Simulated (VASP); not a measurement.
Runs of VASP 6.6.1 on ZrNbSe3. The structure is that of space group Pm-3m (No. 221), or close to it. The cells are those of the table. The cell was built from a structure type or drawn by symmetry, and may not be a known phase.

| task | cell | k mesh | cutoff (eV) | gap on the mesh (eV) | pressure (GPa) | moment (μB) |
| --- | --- | --- | --- | --- | --- | --- |
| relaxation of cell and atoms | relaxed from a = 4.632 Å, 5 atoms | 4 × 4 × 4 | 600 | - | -0.2 | 2.75 |
| single point | a = 5.138 Å, 5 atoms | 4 × 4 × 4 | 520 | none | 0.2 | (a) |
| single point | a = 5.143 Å, 5 atoms | 8 × 8 × 8 | 520 | none | 0.1 | 2.93 |
| single point | a = 4.632 Å, 5 atoms | 4 × 4 × 4 | 520 | none | 38.9 | (b) |

Alike in all rows: level PBE; potentials or basis VASP PAW PBE potentials, release 64 (Zr_sv, Nb_sv, Se); spin collinear; smearing gaussian 0.1 eV.

Problem. Fill in the values left out.

Solution. (a) 2.74; (b) 2.63.

Caveats: the highest band is partly filled, so the run has too few bands (at least some runs); the cell stands under pressure (at least some runs).

A k mesh can miss the band edges, and the runs leave out spin-orbit coupling on Nb, Se, Zr.

A gap of «none» marks levels without a gap at the run's occupations.
